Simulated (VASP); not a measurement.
Wanted: the native input for a VASP 6.6.1 run.

```
Task                   : single point
Functional             : LDA
Potentials or basis    : VASP PAW LDA potentials, release 64 (Hf_pv, Ge_d, S)
Cutoff                 : 520 eV
k mesh                 : 7 × 7 × 3
Occupations            : fermi-dirac, width 0.15 eV
Spin                   : no spin polarisation
Dipole correction      : no
Further INCAR settings : ALGO = Normal; EDIFF = 1e-06; NBANDS = 39
```

The structure of HfGeS lies in POSCAR:

```
HfGeS
1.0
    3.6100000000      0.0000000000      0.0000000000
    0.0000000000      3.6100000000      0.0000000000
    0.0000000000      0.0000000000      7.9400000000
Hf Ge S
2 2 2
Direct
    0.0000000000      0.5000000000      0.2750000000
    0.5000000000      0.0000000000      0.7250000000
    0.0000000000      0.0000000000      0.0000000000
    0.5000000000      0.5000000000      0.0000000000
    0.0000000000      0.5000000000      0.6170000000
    0.5000000000      0.0000000000      0.3830000000
```

These files were run (other wordings do the same):

INCAR

```
ALGO = Normal
EDIFF = 1E-6
ENCUT = 520
GGA = CA
ISIF = 2
ISMEAR = -1
LASPH = T
LCHARG = F
LREAL = F
LWAVE = F
NBANDS = 39
NELM = 60
PREC = Accurate
SIGMA = 0.15
```

KPOINTS

```
k-points
0
Gamma
  7 7 3
```

Potentials or basis: VASP PAW LDA potentials, release 64 (Hf_pv, Ge_d, S).

Command:

```bash
$ cat potpaw_LDA.64/Hf_pv/POTCAR potpaw_LDA.64/Ge_d/POTCAR potpaw_LDA.64/S/POTCAR > POTCAR
$ mpirun -np 1 vasp_std > vasp.out
```

It gave:

```
Pressure               : -5.9 GPa
Largest force          : 0.182 eV/Å
Band gap on the k mesh : zero (bands 30 and 31 overlap by 0.60 eV)
```

Caveat: the cell stands under tension; spin-orbit coupling is left out, which moves the levels of the heavy elements.

It took 83 s on 1 thread of Intel Xeon 8259CL (shared host), peak memory 0.22 GiB.
